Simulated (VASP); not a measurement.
# LiH (Fm-3m) in VASP: a series of runs

LiH is run at these levels: PBEsol; tasks: single point, relaxation of cell and atoms.

All numbers are computed with VASP 6.6.1; they aren't measurements. Logs are shortened: lines on timing, memory, paths and dates and some standing lists are left out, and cuts for length are marked.

### 1 The cell of the first run

Symmetry: Fm-3m, No. 225, cubic system. Conventional cell: a = 3.980 Å, b = 3.980 Å, c = 3.980 Å, α = 90.00°, β = 90.00°, γ = 90.00°. Li (site symmetry m-3m) has 6 H at 1.99 Å within 2.6 Å. H (site symmetry m-3m) has 6 Li at 1.99 Å within 2.6 Å.

### 2 Single point, PBEsol

INCAR reads:

```
PREC = Accurate
ENCUT = 750
EDIFF = 1E-6
ISMEAR = -1
SIGMA = 0.02
LREAL = F
LASPH = T
NELM = 120
ALGO = Normal
ISIF = 2
LWAVE = F
LCHARG = T
GGA = PS
LELF = T
LVHAR = T
NBANDS = 9
GGA_COMPAT = F
```

KPOINTS reads:

```
regular mesh
0
Gamma
  9 9 9
```

POSCAR reads:

```
LiH
1.0
    0.0000000000      1.9899408305      1.9899408305
    1.9899408305      0.0000000000      1.9899408305
    1.9899408305      1.9899408305      0.0000000000
Li H
1 1
Direct
    0.0000000000      0.0000000000      0.0000000000
    0.5000000000      0.5000000000      0.5000000000
```

Potentials or basis: VASP PAW PBE potentials, release 64 (Li_sv, H).

Run with:

```bash
$ cat potpaw_PBE.64/Li_sv/POTCAR potpaw_PBE.64/H/POTCAR > POTCAR
$ mpirun -np 1 vasp_std > vasp.out
```

OUTCAR:

```text
PREC = Accurate
   ENCUT = 750
   EDIFF = 1E-6
   ISMEAR = -1
   LREAL = F
   LASPH = T
   NELM = 120
   ISIF = 2
   GGA = PS

 ion  position               nearest neighbor table
   1  0.000  0.000  0.000-
   2  0.500  0.500  0.500-

  LATTYP: Found a face centered cubic cell.
 ALAT       =     3.9798816610

  Lattice vectors:

 A1 = (   0.0000000000,   1.9899408305,   1.9899408305)
 A2 = (   1.9899408305,   0.0000000000,   1.9899408305)
 A3 = (   1.9899408305,   1.9899408305,   0.0000000000)

Analysis of symmetry for initial positions (statically):
=====================================================================
 Subroutine PRICEL returns:
 Original cell was already a primitive cell.

 Routine SETGRP: Setting up the symmetry group for a
 face centered cubic supercell.

 Subroutine GETGRP returns: Found 48 space group operations
 (whereof 48 operations were pure point group operations)
 out of a pool of 48 trial point group operations.

The static configuration has the point symmetry O_h .

Analysis of symmetry for dynamics (positions and initial velocities):
=====================================================================
 Subroutine PRICEL returns:
 Original cell was already a primitive cell.

 Routine SETGRP: Setting up the symmetry group for a
 face centered cubic supercell.

 Subroutine GETGRP returns: Found 48 space group operations
 (whereof 48 operations were pure point group operations)
 out of a pool of 48 trial point group operations.

The dynamic configuration has the point symmetry O_h .

 Subroutine INISYM returns: Found 48 space group operations
 (whereof 48 operations are pure point group operations),
 and found     1 'primitive' translations

----------------------------------------------------------------------------------------

                                     Primitive cell

  volume of cell :      15.7598

  direct lattice vectors                    reciprocal lattice vectors
     0.000000000  1.989940830  1.989940830    -0.251263752  0.251263752  0.251263752
     1.989940830  0.000000000  1.989940830     0.251263752 -0.251263752  0.251263752
     1.989940830  1.989940830  0.000000000     0.251263752  0.251263752 -0.251263752

  length of vectors
     2.814201311  2.814201311  2.814201311     0.435201585  0.435201585  0.435201585

  position of ions in fractional coordinates (direct lattice)
[... 77 lines left out ...]
   ENCUT  =  750.0 eV  55.12 Ry    7.42 a.u.   6.28  6.28  6.28*2*pi/ulx,y,z
   NELM   =    120;   NELMIN=  2; NELMDL= -5     # of ELM steps
   EDIFF  = 0.1E-05   stopping-criterion for ELM
   LREAL  =      F    real-space projection
   EDIFFG = 0.1E-04   stopping-criterion for IOM
   NSW    =      0    number of steps for IOM
   IBRION =     -1    ionic relax: 0-MD 1-quasi-New 2-CG
   NFREE  =      0    steps in history (QN), initial steepest desc. (CG)
   ISIF   =      2    stress and relaxation
   ISYM   =      2    0-nonsym 1-usesym 2-fastsym
   POTIM  = 0.5000    time-step for ionic-motion
   TEBEG  =    0.0;   TEEND  =   0.0 temperature during run
   PSTRESS=    0.0 pullay stress
   NELECT =       4.0000    total number of electrons
   NUPDOWN=      -1.0000    fix difference up-down
   EMIN   =  10.00;   EMAX   =-10.00  energy-range for DOS
   EFERMI =   0.00;   METHOD = LEGACY
   ISMEAR =    -1;   SIGMA  =   0.02  broadening in eV -4-tet -1-fermi 0-gaus
   EFERMI_NEDOS =   21; number of points for ismear=-14 and -15
   IALGO  =     38    algorithm
   IMIX   =      4    mixing-type and parameters
     AMIX     =   0.40;   BMIX     =  1.00
     AMIX_MAG =   1.60;   BMIX_MAG =  1.00
  volume/ion in A,a.u.               =       7.88        53.18
  Fermi-wavevector in a.u.,A,eV,Ry     =   1.036521  1.958740 14.617763  1.074375
  Thomas-Fermi vector in A             =   2.170915
   LORBIT       =      0    0 simple, 1 ext, 2 COOP (PROOUT), +10 PAW based schemes
   GGA     = PS    functional components
   LHFCALC =     F    Hartree Fock is set to
   AEXX    =    0.0000 exact exchange contribution
   IVDW    =     0    specifies the selected vdW correction
   LEPSILON=     F    determine dielectric tensor
   LRPA    =     F    only Hartree local field effects (RPA)
 non-spin polarized calculation
  energy-cutoff  :      750.00
  volume of cell :       15.76
 maximum number of plane-waves:       751
 NGX is ok and might be reduce to    28
   NGX = 13   NGY = 13   NGZ = 13

 number of electron       4.0000002 magnetization

 Free energy of the ion-electron system (eV)
  ---------------------------------------------------
  ext. energy  EPLUGINS =         0.00000000
  ---------------------------------------------------
  free energy    TOTEN  =        -6.12135494 eV

  energy without entropy =       -6.12135494  energy(sigma->0) =       -6.12135494

 E-fermi :   0.5868     XC(G=0):  -8.6818

 val. band max:        0.1814929186   @ k =  -0.4444   0.4444   0.0000
 cond. band min:       3.2167065078   @ k =  -0.4444   0.4444   0.0000
 fundamental gap:      3.0352135892
 Fermi energy:         0.5868231820

 k-point     1 :       0.0000    0.0000    0.0000
  band No.  band energies     occupation
      1     -43.4180      2.00000
      2      -5.3768      2.00000
      3      16.6254      0.00000
      4      18.2021      0.00000
      5      18.2021      0.00000
      6      18.2021      0.00000
      7      22.8572      0.00000
      8      22.8572      0.00000
      9      22.8572      0.00000
[... 265 lines left out ...]
 k-point    24 :       0.4444    0.4444    0.0000
  band No.  band energies     occupation
      1     -43.3498      2.00000
      2      -0.4109      2.00000
      3       3.8545      0.00000
      4      11.0942      0.00000
      5      11.0942      0.00000
      6      14.1933      0.00000
      7      17.6956      0.00000
      8      34.7461      0.00000
      9      34.7722      0.00000

 [... further k-points ...]
[... 5 lines left out ...]
  --------------------------------------------------------------------------------------
  -------------------------------------------------------------------------------------
  Total       -0.0085492     -0.0085492     -0.0085492      0.0000000      0.0000000      0.0000000
  in kB       -0.8691360     -0.8691360     -0.8691360      0.0000000      0.0000000      0.0000000
  external PRESSURE =      -0.8691360 kB  Pullay stress =       0.0000000 kB

 VOLUME and BASIS-vectors are now :
 -----------------------------------------------------------------------------
  energy-cutoff  :      750.00
  volume of cell :       15.76
      direct lattice vectors                 reciprocal lattice vectors
     0.000000000  1.989940830  1.989940830    -0.251263752  0.251263752  0.251263752
     1.989940830  0.000000000  1.989940830     0.251263752 -0.251263752  0.251263752
     1.989940830  1.989940830  0.000000000     0.251263752  0.251263752 -0.251263752

 POSITION                                       TOTAL-FORCE (eV/Angst)
 -----------------------------------------------------------------------------------
      0.00000      0.00000      0.00000        -0.000000     -0.000000     -0.000000
      1.98994      1.98994      1.98994         0.000000      0.000000      0.000000
 -----------------------------------------------------------------------------------
    total drift:                                0.000000      0.000000      0.000000

  FREE ENERGIE OF THE ION-ELECTRON SYSTEM (eV)
  ---------------------------------------------------
  free  energy   TOTEN  =        -6.1213549440 eV

  energy  without entropy=       -6.1213549440  energy(sigma->0) =       -6.12135494
```

OSZICAR:

```text
N       E                     dE             d eps       ncg     rms          rms(c)
DAV:   1    -0.933896776941E+00   -0.93390E+00   -0.18645E+03   630   0.547E+02
DAV:   2    -0.625781506235E+01   -0.53239E+01   -0.52986E+01   830   0.626E+01
DAV:   3    -0.634584156132E+01   -0.88026E-01   -0.88001E-01   782   0.696E+00
DAV:   4    -0.634647307290E+01   -0.63151E-03   -0.63144E-03   853   0.503E-01
DAV:   5    -0.634647654306E+01   -0.34702E-05   -0.34701E-05   786   0.276E-02    0.271E+00
DAV:   6    -0.617721669954E+01    0.16926E+00   -0.14156E-01   705   0.116E+00    0.135E+00
DAV:   7    -0.612025788280E+01    0.56959E-01   -0.17289E-01   733   0.146E+00    0.200E-01
DAV:   8    -0.612139017635E+01   -0.11323E-02   -0.35621E-03   718   0.433E-01    0.334E-02
DAV:   9    -0.612135522728E+01    0.34949E-04   -0.10530E-04   794   0.447E-02    0.699E-03
DAV:  10    -0.612135494401E+01    0.28328E-06   -0.41621E-06   752   0.159E-02
   1 F= -.61213549E+01 E0= -.61213549E+01  d E =-.221095E-10
```

Run time: 14 s. Hardware: 1 thread of Intel Xeon Platinum 8259CL at 2.50GHz (Skylake/Cascade Lake), shared host; peak memory 0.15 GiB.

What came out:

```
Free energy            : -6.1214 eV
Pressure               : -0.1 GPa
Band gap on the k mesh : 3.04 eV, direct
```

Caveat: the PAW data sets were made with another functional, which shifts forces and pressure a little.

### 3 Relaxation of cell and atoms, PBEsol

This run uses another cell than the first one, of 8.43 Å³/atom, 1.069 times its volume.

INCAR reads:

```
ALGO = Normal
EDIFF = 1E-7
EDIFFG = -0.02
ENCUT = 750
GGA = PS
GGA_COMPAT = F
IBRION = 2
ISIF = 3
ISMEAR = -1
LASPH = T
LCHARG = F
LREAL = F
LWAVE = F
NELM = 120
NELMIN = 4
NSW = 50
PREC = Accurate
SIGMA = 0.02
```

KPOINTS reads:

```
k-points
0
Gamma
  9 9 9
```

POSCAR reads:

```
LiH
1.0
    0.0000000000      2.0350000000      2.0350000000
    2.0350000000      0.0000000000      2.0350000000
    2.0350000000      2.0350000000      0.0000000000
Li H
1 1
Direct
    0.0000000000      0.0000000000      0.0000000000
    0.5000000000      0.5000000000      0.5000000000
```

Potentials or basis: VASP PAW PBE potentials, release 64 (Li_sv, H).

Run with:

```bash
$ cat potpaw_PBE.64/Li_sv/POTCAR potpaw_PBE.64/H/POTCAR > POTCAR
$ mpirun -np 1 vasp_std > vasp.out
```

OUTCAR:

```text
EDIFF = 1E-7
   EDIFFG = -0.02
   ENCUT = 750
   GGA = PS
   IBRION = 2
   ISIF = 3
   ISMEAR = -1
   LASPH = T
   LREAL = F
   NELM = 120
   NELMIN = 4
   NSW = 50
   PREC = Accurate

 ion  position               nearest neighbor table
   1  0.000  0.000  0.000-
   2  0.500  0.500  0.500-

  LATTYP: Found a face centered cubic cell.
 ALAT       =     4.0700000000

  Lattice vectors:

 A1 = (   0.0000000000,   2.0350000000,   2.0350000000)
 A2 = (   2.0350000000,   0.0000000000,   2.0350000000)
 A3 = (   2.0350000000,   2.0350000000,   0.0000000000)

Analysis of symmetry for initial positions (statically):
=====================================================================
 Subroutine PRICEL returns:
 Original cell was already a primitive cell.

[... 246 lines left out ...]
  ext. energy  EPLUGINS =         0.00000000
  ---------------------------------------------------
  free energy    TOTEN  =        -6.12205923 eV

  energy without entropy =       -6.12205923  energy(sigma->0) =       -6.12205923

 E-fermi :   0.6023     XC(G=0):  -8.6639

 val. band max:        0.1552202590   @ k =  -0.4444   0.4444   0.0000
 cond. band min:       3.1942708552   @ k =  -0.4444   0.4444   0.0000
 fundamental gap:      3.0390505962
 Fermi energy:         0.6023047704

 k-point     1 :       0.0000    0.0000    0.0000
  band No.  band energies     occupation
      1     -43.4480      2.00000
      2      -5.3830      2.00000
      3      16.5261      0.00000
      4      18.1204      0.00000
      5      18.1204      0.00000
      6      18.1204      0.00000
[... 199 lines left out ...]
 k-point    24 :       0.4444    0.4444    0.0000
  band No.  band energies     occupation
      1     -43.3813      2.00000
      2      -0.4332      2.00000
      3       3.8269      0.00000
      4      11.0410      0.00000
      5      11.0410      0.00000
      6      14.1330      0.00000

 [... further k-points ...]
[... 5 lines left out ...]
  --------------------------------------------------------------------------------------
  -------------------------------------------------------------------------------------
  Total       -0.0245321     -0.0245321     -0.0245321      0.0000000     -0.0000000     -0.0000000
  in kB       -2.4803096     -2.4803096     -2.4803096      0.0000000     -0.0000000     -0.0000000
  external PRESSURE =      -2.4803096 kB  Pullay stress =       0.0000000 kB
[... 17 lines left out ...]
  FREE ENERGIE OF THE ION-ELECTRON SYSTEM (eV)
  ---------------------------------------------------
  free  energy   TOTEN  =        -6.1220592327 eV

  energy  without entropy=       -6.1220592327  energy(sigma->0) =       -6.12205923

 reached required accuracy - stopping structural energy minimisation
```

Wall time 26 s (1 thread of Intel Xeon Platinum 8259CL at 2.50GHz (Skylake/Cascade Lake), shared host); peak memory 0.15 GiB.

Results:

| Quantity | Value |
| --- | --- |
| Free energy | -6.1221 eV |
| Relaxed volume | 7.92 Å³/atom |
| Relaxed cell | a = 2.819 Å, b = 2.819 Å, c = 2.819 Å, α = 60.00°, β = 60.00°, γ = 60.00° |
| Space group after relaxing (to 0.05 Å) | Fm-3m (No. 225) |
| Energy gained by relaxing | 4.2 meV/atom |
| Ionic steps | 3 |
| Pressure after relaxing | -0.2 GPa |
| Band gap on the k mesh | 3.04 eV, direct |

The path:
```tsv
step	energy change (eV)	largest force (eV/Å)	pressure (GPa)	volume (Å³)
1	0.0000	0.0000	-2.31	16.85
2	-0.0038	0.0000	-1.77	16.56
3	-0.0084	0.0000	-0.25	15.85
```

Final structure:
```cif
data_structure
_symmetry_space_group_name_H-M 'P 1'
_symmetry_Int_Tables_number 1
_cell_length_a 2.8194
_cell_length_b 2.8194
_cell_length_c 2.8194
_cell_angle_alpha 60.000
_cell_angle_beta 60.000
_cell_angle_gamma 60.000
_cell_volume 15.85
loop_
_atom_site_label
_atom_site_type_symbol
_atom_site_fract_x
_atom_site_fract_y
_atom_site_fract_z
_atom_site_occupancy
Li1 Li 0.00000 0.00000 0.00000 1
H1 H 0.50000 0.50000 0.50000 1
```

Caveat: the PAW data sets were made with another functional, which shifts forces and pressure a little.
